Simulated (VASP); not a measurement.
# MnS (F-43m) in VASP: further runs, part 3 of 3

VASP 6.6.1. Earlier steps stand in the parts before.

### Step 5. Single point, r2SCAN, collinear spin, ferromagnetic start

This run uses another cell than the first one, of 21.95 Å³/atom.

File POSCAR:

```
MnS
1.0
    0.0000000000      2.8000000000      2.8000000000
    2.8000000000      0.0000000000      2.8000000000
    2.8000000000      2.8000000000      0.0000000000
Mn S
1 1
Direct
    0.0000000000      0.0000000000      0.0000000000
    0.2500000000      0.2500000000      0.2500000000
```

File INCAR.step1:

```
ALGO = Normal
EDIFF = 1E-4
ENCUT = 520
GGA = PE
ISMEAR = 0
ISPIN = 2
LASPH = T
LCHARG = F
LMAXMIX = 4
LREAL = F
LWAVE = T
MAGMOM = 4 0
NBANDS = 20
NELM = 150
PREC = Accurate
SIGMA = 0.1
```

File INCAR.step2:

```
ALGO = Normal
EDIFF = 1E-7
ENCUT = 520
ISIF = 2
ISMEAR = 0
ISPIN = 2
ISTART = 1
LASPH = T
LCHARG = F
LMAXMIX = 4
LMIXTAU = T
LORBIT = 11
LREAL = F
LWAVE = F
MAGMOM = 4 0
METAGGA = R2SCAN
NBANDS = 20
NELM = 150
PREC = Accurate
SIGMA = 0.1
```

File KPOINTS:

```
k-points
0
Gamma
  6 6 6
```

Potentials or basis: VASP PAW PBE potentials, release 64 (Mn_pv, S).

Run with:

```bash
> cat potpaw_PBE.64/Mn_pv/POTCAR potpaw_PBE.64/S/POTCAR > POTCAR
> cp INCAR.step1 INCAR
> mpirun -np 1 vasp_std > vasp.out
> cp INCAR.step2 INCAR
> mpirun -np 1 vasp_std > vasp.out
```

OUTCAR:

```text
EDIFF = 1E-7
   ENCUT = 520
   ISIF = 2
   ISMEAR = 0
   ISPIN = 2
   ISTART = 1
   LASPH = T
   LORBIT = 11
   LREAL = F
   METAGGA = R2SCAN
   NELM = 150
   PREC = Accurate

 ion  position               nearest neighbor table
   1  0.000  0.000  0.000-   2 2.42   2 2.42   2 2.42   2 2.42
   2  0.250  0.250  0.250-   1 2.42   1 2.42   1 2.42   1 2.42

  LATTYP: Found a face centered cubic cell.
 ALAT       =     5.6000000000

  Lattice vectors:

 A1 = (   0.0000000000,   2.8000000000,   2.8000000000)
 A2 = (   2.8000000000,   0.0000000000,   2.8000000000)
 A3 = (   2.8000000000,   2.8000000000,   0.0000000000)

Analysis of symmetry for initial positions (statically):
=====================================================================
 Subroutine PRICEL returns:
 Original cell was already a primitive cell.

 Routine SETGRP: Setting up the symmetry group for a
 face centered cubic supercell.

 Subroutine GETGRP returns: Found 24 space group operations
 (whereof 24 operations were pure point group operations)
 out of a pool of 48 trial point group operations.

The static configuration has the point symmetry T_d .

Analysis of symmetry for dynamics (positions and initial velocities):
=====================================================================
 Subroutine PRICEL returns:
 Original cell was already a primitive cell.

 Routine SETGRP: Setting up the symmetry group for a
 face centered cubic supercell.

 Subroutine GETGRP returns: Found 24 space group operations
 (whereof 24 operations were pure point group operations)
 out of a pool of 48 trial point group operations.

The dynamic configuration has the point symmetry T_d .

Analysis of structural, dynamic, and magnetic symmetry:
=====================================================================
 Subroutine PRICEL returns:
 Original cell was already a primitive cell.

 Routine SETGRP: Setting up the symmetry group for a
 face centered cubic supercell.

 Subroutine GETGRP returns: Found 24 space group operations
 (whereof 24 operations were pure point group operations)
 out of a pool of 48 trial point group operations.

The overall configuration has the point symmetry T_d .

 Subroutine INISYM returns: Found 24 space group operations
 (whereof 24 operations are pure point group operations),
 and found     1 'primitive' translations

----------------------------------------------------------------------------------------

                                     Primitive cell

  volume of cell :      43.9040

  direct lattice vectors                    reciprocal lattice vectors
     0.000000000  2.800000000  2.800000000    -0.178571429  0.178571429  0.178571429
     2.800000000  0.000000000  2.800000000     0.178571429 -0.178571429  0.178571429
     2.800000000  2.800000000  0.000000000     0.178571429  0.178571429 -0.178571429

  length of vectors
     3.959797975  3.959797975  3.959797975     0.309294787  0.309294787  0.309294787

  position of ions in fractional coordinates (direct lattice)
     0.000000000  0.000000000  0.000000000
     0.250000000  0.250000000  0.250000000

  ion indices of the primitive-cell ions
   primitive index   ion index
                 1           1
                 2           2

[... 54 lines left out ...]
   ISTART =      1    job   : 0-new  1-cont  2-samecut
   ICHARG =      0    charge: 1-file 2-atom 10-const
   ISPIN  =      2    spin polarized calculation?
   LNONCOLLINEAR =      F non collinear calculations
   LSORBIT =      F    spin-orbit coupling
   LASPH  =      T    aspherical Exc in radial PAW
   ENCUT  =  520.0 eV  38.22 Ry    6.18 a.u.   7.36  7.36  7.36*2*pi/ulx,y,z
   NELM   =    150;   NELMIN=  2; NELMDL=  0     # of ELM steps
   EDIFF  = 0.1E-06   stopping-criterion for ELM
   LREAL  =      F    real-space projection
   EDIFFG = 0.1E-05   stopping-criterion for IOM
   NSW    =      0    number of steps for IOM
   IBRION =     -1    ionic relax: 0-MD 1-quasi-New 2-CG
   NFREE  =      0    steps in history (QN), initial steepest desc. (CG)
   ISIF   =      2    stress and relaxation
   ISYM   =      2    0-nonsym 1-usesym 2-fastsym
   POTIM  = 0.5000    time-step for ionic-motion
   TEBEG  =    0.0;   TEEND  =   0.0 temperature during run
   PSTRESS=    0.0 pullay stress
   NELECT =      19.0000    total number of electrons
   NUPDOWN=      -1.0000    fix difference up-down
   EMIN   =  10.00;   EMAX   =-10.00  energy-range for DOS
   EFERMI =   0.00;   METHOD = LEGACY
   ISMEAR =     0;   SIGMA  =   0.10  broadening in eV -4-tet -1-fermi 0-gaus
   EFERMI_NEDOS =   21; number of points for ismear=-14 and -15
   IALGO  =     38    algorithm
   IMIX   =      4    mixing-type and parameters
     AMIX     =   0.40;   BMIX     =  1.00
     AMIX_MAG =   1.60;   BMIX_MAG =  1.00
  volume/ion in A,a.u.               =      21.95       148.14
  Fermi-wavevector in a.u.,A,eV,Ry     =   1.238297  2.340041 20.862879  1.533378
  Thomas-Fermi vector in A             =   2.372828
   LORBIT       =     11    0 simple, 1 ext, 2 COOP (PROOUT), +10 PAW based schemes
   METAGGA = R2SCAN    functional components
   LHFCALC =     F    Hartree Fock is set to
   AEXX    =    0.0000 exact exchange contribution
   IVDW    =     0    specifies the selected vdW correction
   LEPSILON=     F    determine dielectric tensor
   LRPA    =     F    only Hartree local field effects (RPA)
 spin polarized calculation
 Gauss-broadening in eV      SIGMA  =   0.10
  energy-cutoff  :      520.00
  volume of cell :       43.90
 maximum number of plane-waves:      1243
 NGX is ok and might be reduce to    30
   NGX = 15   NGY = 15   NGZ = 15

 number of electron      18.9999987 magnetization       4.9999988

 Free energy of the ion-electron system (eV)
  ---------------------------------------------------
  ext. energy  EPLUGINS =         0.00000000
  ---------------------------------------------------
  free energy    TOTEN  =       -24.87333878 eV

  energy without entropy =      -24.87333856  energy(sigma->0) =      -24.87333867

 E-fermi :   4.7027     XC(G=0):  -9.8667

 val. band max:        4.4165713166   @ k =   0.0000   0.0000   0.0000
 cond. band min:       4.9890690535   @ k =   0.5000   0.5000   0.0000
 fundamental gap:      0.5724977369
 Fermi energy:         4.7026574849

 spin component 1

 k-point     1 :       0.0000    0.0000    0.0000
  band No.  band energies     occupation
      1     -48.7344      1.00000
      2     -48.7344      1.00000
      3     -48.7343      1.00000
      4     -10.1044      1.00000
      5      -0.9055      1.00000
      6      -0.9055      1.00000
[... 344 lines left out ...]
      6      -0.5636      1.00000
[... 12 lines left out ...]
     19      17.7626      0.00000
     20      18.0612      0.00000
 Fermi energy:         4.7026574849

 spin component 2

 k-point     1 :       0.0000    0.0000    0.0000
  band No.  band energies     occupation
      1     -42.5477      1.00000
      2     -42.5477      1.00000
      3     -42.5477      1.00000
      4      -9.7712      1.00000
      5       1.1012      1.00000
      6       1.1012      1.00000
[... 357 lines left out ...]
     19      18.6753      0.00000
     20      18.7724      0.00000

------------------------ aborting loop because EDIFF is reached ----------------------------------------

  FORCE on cell =-STRESS in cart. coord.  units (eV):
  Direction    XX          YY          ZZ          XY          YZ          ZX
  --------------------------------------------------------------------------------------
  -------------------------------------------------------------------------------------
  Total        0.5086354      0.5086354      0.5086354     -0.0000000     -0.0000000     -0.0000000
  in kB       18.5614992     18.5614992     18.5614992     -0.0000000     -0.0000000     -0.0000000
  external PRESSURE =      18.5614992 kB  Pullay stress =       0.0000000 kB

 VOLUME and BASIS-vectors are now :
 -----------------------------------------------------------------------------
  energy-cutoff  :      520.00
  volume of cell :       43.90
      direct lattice vectors                 reciprocal lattice vectors
     0.000000000  2.800000000  2.800000000    -0.178571429  0.178571429  0.178571429
     2.800000000  0.000000000  2.800000000     0.178571429 -0.178571429  0.178571429
     2.800000000  2.800000000  0.000000000     0.178571429  0.178571429 -0.178571429

 POSITION                                       TOTAL-FORCE (eV/Angst)
 -----------------------------------------------------------------------------------
      0.00000      0.00000      0.00000         0.000000     -0.000000      0.000000
      1.40000      1.40000      1.40000        -0.000000      0.000000     -0.000000
 -----------------------------------------------------------------------------------
    total drift:                                0.000001      0.000001      0.000001

  FREE ENERGIE OF THE ION-ELECTRON SYSTEM (eV)
  ---------------------------------------------------
  free  energy   TOTEN  =       -24.8733387782 eV

  energy  without entropy=      -24.8733385590  energy(sigma->0) =      -24.87333867

 total charge

# of ion       s       p       d       tot
------------------------------------------
    1        0.272   6.212   4.879  11.363
    2        1.301   2.499   0.000   3.800
--------------------------------------------------
tot          1.574   8.711   4.879  15.164

 magnetization (x)

# of ion       s       p       d       tot
------------------------------------------
    1        0.048   0.064   4.352   4.464
    2        0.013   0.064   0.000   0.077
--------------------------------------------------
tot          0.061   0.129   4.352   4.542
```

OSZICAR.step1:

```text
N       E                     dE             d eps       ncg     rms          rms(c)
DAV:   1     0.149485365452E+03    0.14949E+03   -0.10218E+04  1280   0.932E+02
DAV:   2    -0.709183900642E+01   -0.15658E+03   -0.14733E+03  1344   0.271E+02
DAV:   3    -0.151606066518E+02   -0.80688E+01   -0.79545E+01  1496   0.667E+01
DAV:   4    -0.152665101870E+02   -0.10590E+00   -0.10584E+00  1468   0.786E+00
DAV:   5    -0.152682991802E+02   -0.17890E-02   -0.17889E-02  1468   0.108E+00    0.108E+01
DAV:   6    -0.141678305303E+02    0.11005E+01   -0.65883E+00  1464   0.290E+01    0.110E+01
DAV:   7    -0.140829988676E+02    0.84832E-01   -0.90770E-01  1424   0.120E+01    0.644E+00
DAV:   8    -0.140860253746E+02   -0.30265E-02   -0.42652E-02  1456   0.159E+00    0.348E+00
DAV:   9    -0.140803989668E+02    0.56264E-02   -0.26439E-02  1352   0.133E+00    0.460E-01
DAV:  10    -0.140820789966E+02   -0.16800E-02   -0.63526E-03  1348   0.643E-01    0.225E-01
DAV:  11    -0.140822588018E+02   -0.17981E-03   -0.76213E-04  1444   0.196E-01    0.166E-01
DAV:  12    -0.140824388852E+02   -0.18008E-03   -0.13032E-04  1336   0.111E-01    0.898E-02
DAV:  13    -0.140824570161E+02   -0.18131E-04   -0.31547E-05   940   0.589E-02
   1 F= -.14082457E+02 E0= -.14079612E+02  d E =-.569040E-02  mag=     4.9082
```

It took 3.8 min on 1 thread of Oxide Virtual Turin-like, shared host; peak memory 0.17 GiB.

What came out:

- Free energy: -24.8733 eV
- Pressure: 1.9 GPa
- Band gap on the k mesh: 0.57 eV (least direct gap 1.24 eV)
- Net moment: 5.00 μB per cell
- Site moments: Mn +4.46; S +0.08 μB
- Valence electrons inside the program's atomic spheres: Mn 11.36; S 3.80

Caveat: the PAW data sets were made with another functional, which shifts forces and pressure a little; a cell with one magnetic atom can't hold antiferromagnetic order, which such compounds often take.

### Step 6. The runs side by side

```tsv
cell	k mesh	smearing	gap on the mesh (eV)	pressure (GPa)	moment (μB)
a = 3.993 Å, angles 60.0°, 2 atoms	12 × 12 × 12	gaussian 0.02 eV	0.73	0.1	5.00
a = 4.032 Å, angles 60.0°, 2 atoms	12 × 12 × 12	gaussian 0.02 eV	0.91	-1.8	5.00
a = 3.960 Å, angles 60.0°, 2 atoms	6 × 6 × 6	gaussian 0.1 eV	0.57	1.9	5.00
```

Alike in all rows: task single point; level r2SCAN; potentials or basis VASP PAW PBE potentials, release 64 (Mn_pv, S); spin collinear, ferromagnetic start; cutoff (eV) 520.

Caveats: the PAW data sets were made with another functional, which shifts forces and pressure a little; a cell with one magnetic atom can't hold antiferromagnetic order, which such compounds often take.

Total energies depend on the potentials used, so only differences within one code and one set of settings carry meaning.
